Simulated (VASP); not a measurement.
A run of VASP 6.6.1:

The input INCAR:

```
PREC = Accurate
ENCUT = 520
EDIFF = 1E-6
ISMEAR = 0
SIGMA = 0.02
LREAL = False
LASPH = True
NELM = 150
ALGO = Normal
ISIF = 2
LWAVE = False
LCHARG = False
ISPIN = 2
MAGMOM = 4.69 4.69 0 0 0 0
LORBIT = 11
LMAXMIX = 4
LDAU = True
LDAUTYPE = 2
LDAUL = 2 -1
LDAUU = 3.9 0
LDAUJ = 0 0
LDAUPRINT = 1
GGA = PE
NBANDS = 40
```

KPOINTS

```
Automatic mesh
0
Gamma
  6 6 8
```

Contents of POSCAR:

```
MnF2
1.0
    4.9375527558      0.0000000000      0.0000000000
    0.0000000000      4.9375527558      0.0000000000
    0.0000000000      0.0000000000      3.3500414938
Mn F
2 4
Direct
    0.5000000000      0.5000000000      0.5000000000
    0.0000000000      0.0000000000      0.0000000000
    0.6947729243      0.6947729243      0.0000000000
    0.8052270757      0.1947729243      0.5000000000
    0.3052270757      0.3052270757      0.0000000000
    0.1947729243      0.8052270757      0.5000000000
```

Potentials or basis: VASP PAW PBE potentials, release 64 (Mn_pv, F).

Launch:

```sh
$ cat potpaw_PBE.64/Mn_pv/POTCAR potpaw_PBE.64/F/POTCAR > POTCAR
$ mpirun -np 1 vasp_std > vasp.out
```

Hardware: 1 thread of Intel(R) Xeon(R) Platinum 8259CL CPU @ 2.50GHz (Skylake/Cascade Lake), with other jobs on the host.

How long does it take, and how much memory?

It took 7.5 min on 1 thread of Intel(R) Xeon(R) Platinum 8259CL CPU @ 2.50GHz (Skylake/Cascade Lake), with other jobs on the host, peak memory 0.37 GiB. Counts: scf iterations 16, k points 50.
